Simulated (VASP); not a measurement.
# Sc (P6/mmm) in VASP: further runs

Sc is run at these levels: PBE; tasks: single point.

Everything below comes from runs of VASP 6.6.1. Logs are shortened: lines on timing, memory, paths and dates and some standing lists are left out, and cuts for length are marked.

## 1. The cell of the first run

Symmetry: P6/mmm, No. 191, hexagonal system. The conventional cell has a = 2.985 Å, b = 2.985 Å, c = 2.759 Å, α = 90.00°, β = 90.00°, γ = 120.00°. Sc (site symmetry 6/mmm) has 8 Sc at 2.76 to 2.99 Å within 3.6 Å.

## 2. Single point, PBE (volume scaled by 0.84)

INCAR

```
SYSTEM = Sc
ALGO = Normal
EDIFF = 1E-7
ENCUT = 520
GGA = PE
ISIF = 2
ISMEAR = -1
LASPH = .True.
LCHARG = .False.
LREAL = .False.
LWAVE = .False.
NBANDS = 12
NELM = 60
PREC = Accurate
SIGMA = 0.1
```

KPOINTS

```
k-points
0
Gamma
  15 15 14
  0 0 0
```

POSCAR

```
Sc
1.0
    2.9851935563      0.0000000000      0.0000000000
   -1.4925967781      2.5852534550      0.0000000000
    0.0000000000      0.0000000000      2.7591070250
Sc
1
Direct
    0.0000000000      0.0000000000      0.0000000000
```

Potentials or basis: VASP PAW PBE potentials, release 64 (Sc_sv).

On the command line:

```bash
> cat potpaw_PBE.64/Sc_sv/POTCAR > POTCAR
> mpirun -np 1 vasp_std > vasp.out
```

OUTCAR:

```text
SYSTEM = Sc
   EDIFF = 1E-7
   ENCUT = 520
   GGA = PE
   ISIF = 2
   ISMEAR = -1
   LASPH = .True.
   LREAL = .False.
   NELM = 60
   PREC = Accurate

 ion  position               nearest neighbor table
   1  0.000  0.000  0.000-

  LATTYP: Found a hexagonal cell.
 ALAT       =     2.9851935563
 C/A-ratio  =     0.9242640294

  Lattice vectors:

 A1 = (   2.9851935563,   0.0000000000,   0.0000000000)
 A2 = (  -1.4925967781,   2.5852534550,   0.0000000000)
 A3 = (   0.0000000000,   0.0000000000,   2.7591070250)

Analysis of symmetry for initial positions (statically):
=====================================================================
 Subroutine PRICEL returns:
 Original cell was already a primitive cell.

 Routine SETGRP: Setting up the symmetry group for a
 hexagonal supercell.

 Subroutine GETGRP returns: Found 24 space group operations
 (whereof 24 operations were pure point group operations)
 out of a pool of 24 trial point group operations.

The static configuration has the point symmetry D_6h.

Analysis of symmetry for dynamics (positions and initial velocities):
=====================================================================
 Subroutine PRICEL returns:
 Original cell was already a primitive cell.

 Routine SETGRP: Setting up the symmetry group for a
 hexagonal supercell.

 Subroutine GETGRP returns: Found 24 space group operations
 (whereof 24 operations were pure point group operations)
 out of a pool of 24 trial point group operations.

The dynamic configuration has the point symmetry D_6h.

 Subroutine INISYM returns: Found 24 space group operations
 (whereof 24 operations are pure point group operations),
 and found     1 'primitive' translations

----------------------------------------------------------------------------------------

                                     Primitive cell

  volume of cell :      21.2934

  direct lattice vectors                    reciprocal lattice vectors
     2.985193556  0.000000000  0.000000000     0.334986654  0.193404635  0.000000000
    -1.492596778  2.585253455  0.000000000     0.000000000  0.386809269  0.000000000
     0.000000000  0.000000000  2.759107025     0.000000000  0.000000000  0.362436104

  length of vectors
     2.985193556  2.985193556  2.759107025     0.386809269  0.386809269  0.362436104

  position of ions in fractional coordinates (direct lattice)
     0.000000000  0.000000000  0.000000000

  ion indices of the primitive-cell ions
   primitive index   ion index
                 1           1

----------------------------------------------------------------------------------------

 KPOINTS: k-points

Automatic generation of k-mesh.
 Grid dimensions read from file:
 generate k-points for:   15   15   14

 Generating k-lattice:

  Cartesian coordinates                     Fractional coordinates (reciprocal lattice)
     0.022332444  0.012893642  0.000000000     0.066666667  0.000000000  0.000000000
     0.000000000  0.025787285  0.000000000     0.000000000  0.066666667  0.000000000
     0.000000000  0.000000000  0.025888293     0.000000000  0.000000000  0.071428571

  Length of vectors
     0.025787285  0.025787285  0.025888293

  Shift w.r.t. Gamma in fractional coordinates (k-lattice)
     0.000000000  0.000000000  0.000000000

 Subroutine IBZKPT returns following result:
 ===========================================

 Found    216 irreducible k-points:

 Following reciprocal coordinates:
            Coordinates               Weight
  0.000000  0.000000  0.000000      1.000000
  0.066667 -0.000000  0.000000      6.000000
  0.133333 -0.000000  0.000000      6.000000
  0.200000 -0.000000  0.000000      6.000000
  0.266667 -0.000000  0.000000      6.000000
  0.333333 -0.000000  0.000000      6.000000
[... 16 lines left out ...]
  0.333333  0.200000  0.000000     12.000000
  0.400000  0.200000  0.000000      6.000000
 [... further k-points ...]
   k-points           NKPTS =    216   k-points in BZ     NKDIM =    216   number of bands    NBANDS=     12
   number of dos      NEDOS =    301   number of ions     NIONS =      1
   total plane-waves  NPLWV =  13824
   dimension x,y,z NGX =    24 NGY =   24 NGZ =   24
   dimension x,y,z NGXF=    48 NGYF=   48 NGZF=   48
   ions per type =               1
   NGX,Y,Z   is equivalent  to a cutoff of  13.37, 13.37, 14.46 a.u.
   NGXF,Y,Z  is equivalent  to a cutoff of  26.73, 26.73, 28.92 a.u.
 SYSTEM =  Sc
   PREC   = accura    normal or accurate (medium, high low for compatibility)
   ISTART =      0    job   : 0-new  1-cont  2-samecut
   ICHARG =      2    charge: 1-file 2-atom 10-const
   ISPIN  =      1    spin polarized calculation?
   LNONCOLLINEAR =      F non collinear calculations
   LSORBIT =      F    spin-orbit coupling
   LASPH  =      T    aspherical Exc in radial PAW
   ENCUT  =  520.0 eV  38.22 Ry    6.18 a.u.   5.55  5.55  5.13*2*pi/ulx,y,z
   NELM   =     60;   NELMIN=  2; NELMDL= -5     # of ELM steps
   EDIFF  = 0.1E-06   stopping-criterion for ELM
   LREAL  =      F    real-space projection
   EDIFFG = 0.1E-05   stopping-criterion for IOM
   NSW    =      0    number of steps for IOM
   IBRION =     -1    ionic relax: 0-MD 1-quasi-New 2-CG
   NFREE  =      0    steps in history (QN), initial steepest desc. (CG)
   ISIF   =      2    stress and relaxation
   ISYM   =      2    0-nonsym 1-usesym 2-fastsym
   POTIM  = 0.5000    time-step for ionic-motion
   TEBEG  =    0.0;   TEEND  =   0.0 temperature during run
   PSTRESS=    0.0 pullay stress
   NELECT =      11.0000    total number of electrons
   NUPDOWN=      -1.0000    fix difference up-down
   EMIN   =  10.00;   EMAX   =-10.00  energy-range for DOS
   EFERMI =   0.00;   METHOD = LEGACY
   ISMEAR =    -1;   SIGMA  =   0.10  broadening in eV -4-tet -1-fermi 0-gaus
   EFERMI_NEDOS =   21; number of points for ismear=-14 and -15
   IALGO  =     38    algorithm
   IMIX   =      4    mixing-type and parameters
     AMIX     =   0.40;   BMIX     =  1.00
     AMIX_MAG =   1.60;   BMIX_MAG =  1.00
  volume/ion in A,a.u.               =      21.29       143.69
  Fermi-wavevector in a.u.,A,eV,Ry     =   1.313583  2.482313 23.476873  1.725501
  Thomas-Fermi vector in A             =   2.443896
   LORBIT       =      0    0 simple, 1 ext, 2 COOP (PROOUT), +10 PAW based schemes
   GGA     = PE    functional components
   LHFCALC =     F    Hartree Fock is set to
   AEXX    =    0.0000 exact exchange contribution
   IVDW    =     0    specifies the selected vdW correction
   LEPSILON=     F    determine dielectric tensor
   LRPA    =     F    only Hartree local field effects (RPA)
 non-spin polarized calculation
  energy-cutoff  :      520.00
  volume of cell :       21.29
 maximum number of plane-waves:       599
 NGX is ok and might be reduce to    24
   NGX = 11   NGY = 11   NGZ = 11

 number of electron      11.0000001 magnetization

 Free energy of the ion-electron system (eV)
  ---------------------------------------------------
  ext. energy  EPLUGINS =         0.00000000
  ---------------------------------------------------
  free energy    TOTEN  =        -5.75188667 eV

  energy without entropy =       -5.68089234  energy(sigma->0) =       -5.71638950

 E-fermi :   4.5736     XC(G=0): -10.4508

 val. band max:        4.5690855988   @ k =   0.2667   0.1333   0.1429
 cond. band min:       4.5761802993   @ k =   0.4000   0.2000   0.0714
 fundamental gap:      0.0070947006
 Fermi energy:         4.5736184766

 k-point     1 :       0.0000    0.0000    0.0000
  band No.  band energies     occupation
      1     -44.6509      2.00000
      2     -22.8866      2.00000
      3     -22.8696      2.00000
      4     -22.8696      2.00000
      5      -0.6863      2.00000
      6       4.0485      1.98957
      7       6.3363      0.00000
      8       6.3363      0.00000
      9       9.3027      0.00000
     10       9.3027      0.00000
     11      18.0419      0.00000
     12      18.9698      0.00000

 k-point     2 :       0.0667   -0.0000    0.0000
  band No.  band energies     occupation
      1     -44.6457      2.00000
      2     -22.9024      2.00000
      3     -22.8833      2.00000
      4     -22.8768      2.00000
      5      -0.5605      2.00000
      6       4.0946      1.98351
      7       6.2041      0.00000
      8       6.4354      0.00000
      9       9.2064      0.00000
     10       9.2875      0.00000
     11      18.1428      0.00000
     12      19.1824      0.00000

 k-point     3 :       0.1333   -0.0000    0.0000
  band No.  band energies     occupation
      1     -44.6313      2.00000
      2     -22.9941      2.00000
      3     -22.8969      2.00000
      4     -22.8739      2.00000
      5      -0.1952      2.00000
      6       4.2222      1.94218
      7       5.8621      0.00001
      8       6.7255      0.00000
      9       8.9494      0.00000
     10       9.2446      0.00000
     11      18.1046      0.00000
     12      19.7833      0.00000
[... 286 lines left out ...]
 k-point    23 :       0.3333    0.2000    0.0000
  band No.  band energies     occupation
      1     -44.5263      2.00000
      2     -23.4915      2.00000
      3     -23.1779      2.00000
      4     -22.8064      2.00000
      5       3.3448      1.99999
      6       4.3445      1.81630
      7       4.8909      0.08043
      8       7.8101      0.00000
      9       8.5857      0.00000
     10      10.0177      0.00000
     11      12.5195      0.00000
     12      13.8018      0.00000

 k-point    24 :       0.4000    0.2000    0.0000
  band No.  band energies     occupation
      1     -44.5221      2.00000
      2     -23.5053      2.00000
      3     -23.1946      2.00000
      4     -22.8037      2.00000
      5       3.4667      1.99997
      6       4.6425      0.66862
      7       4.6841      0.49785
      8       7.7857      0.00000
      9       8.5455      0.00000
     10      10.2855      0.00000
     11      12.1150      0.00000
     12      13.5672      0.00000

 [... further k-points ...]
[... 5 lines left out ...]
  --------------------------------------------------------------------------------------
  -------------------------------------------------------------------------------------
  Total        1.3065109      1.3065109      1.3008016      0.0000000      0.0000000      0.0000000
  in kB       98.3058701     98.3058701     97.8762866      0.0000000      0.0000000      0.0000000
  external PRESSURE =      98.1626756 kB  Pullay stress =       0.0000000 kB

 VOLUME and BASIS-vectors are now :
 -----------------------------------------------------------------------------
  energy-cutoff  :      520.00
  volume of cell :       21.29
      direct lattice vectors                 reciprocal lattice vectors
     2.985193556  0.000000000  0.000000000     0.334986654  0.193404635  0.000000000
    -1.492596778  2.585253455  0.000000000     0.000000000  0.386809269  0.000000000
     0.000000000  0.000000000  2.759107025     0.000000000  0.000000000  0.362436104

 POSITION                                       TOTAL-FORCE (eV/Angst)
 -----------------------------------------------------------------------------------
      0.00000      0.00000      0.00000        -0.000000      0.000000      0.000000
 -----------------------------------------------------------------------------------
    total drift:                               -0.000000     -0.000000      0.000000

  FREE ENERGIE OF THE ION-ELECTRON SYSTEM (eV)
  ---------------------------------------------------
  free  energy   TOTEN  =        -5.7518866720 eV

  energy  without entropy=       -5.6808923355  energy(sigma->0) =       -5.71638950
```

Run time: 23 s. Hardware: 1 thread of Intel Xeon Platinum 8259CL at 2.50GHz (Skylake/Cascade Lake), shared host; peak memory 0.18 GiB.

Results:

- Free energy: -5.7519 eV
- Pressure: 9.8 GPa

## 3. Single point, PBE (volume scaled by 0.92)

INCAR

```
SYSTEM = Sc
PREC     = Accurate       ! precision mode
ENCUT    = 520            ! plane-wave cutoff, eV
EDIFF    = 1E-6           ! SCF threshold, eV
ISMEAR   = -1             ! smearing method
SIGMA    = 0.1            ! smearing width, eV
LREAL    = .FALSE.        ! projectors in reciprocal space
LASPH    = .TRUE.         ! aspherical terms in the spheres
NELM     = 60             ! most SCF steps
ALGO     = Normal         ! electronic algorithm
ISIF     = 2              ! what is computed and relaxed
LWAVE    = .FALSE.        ! write WAVECAR
LCHARG   = .FALSE.        ! write CHGCAR
GGA      = PE             ! functional
NBANDS   = 12             ! bands
```

KPOINTS

```
Automatic mesh
0
G
  15 15 14
  0 0 0
```

POSCAR

```
Sc
1.0
    3.0614230831      0.0000000000      0.0000000000
   -1.5307115416      2.6512701617      0.0000000000
    0.0000000000      0.0000000000      2.8732629604
Sc
1
Direct
    0.0000000000      0.0000000000      0.0000000000
```

Potentials or basis: VASP PAW PBE potentials, release 64 (Sc_sv).

On the command line:

```bash
> cat potpaw_PBE.64/Sc_sv/POTCAR > POTCAR
> mpirun -np 1 vasp_std > vasp.out
```

Run time: 28 s. Hardware: 1 thread of Intel Xeon Platinum 8259CL at 2.50GHz (Skylake/Cascade Lake), shared host; peak memory 0.18 GiB.

Results (log left out):

* Free energy: -5.8386 eV
* Pressure: 4.1 GPa

Levels at points of the mesh, in eV from the Fermi level:
```tsv
k point	band 3	band 4	band 5	band 6	band 7	band 8	band 9	band 10
(0.00, 0.00, 0.00)	-27.70	-27.70	-5.14	-0.43	1.67	1.67	4.26	4.26
(0.00, 0.00, 0.50)	-27.64	-27.64	-1.65	-0.37	2.17	2.17	2.65	2.65
```
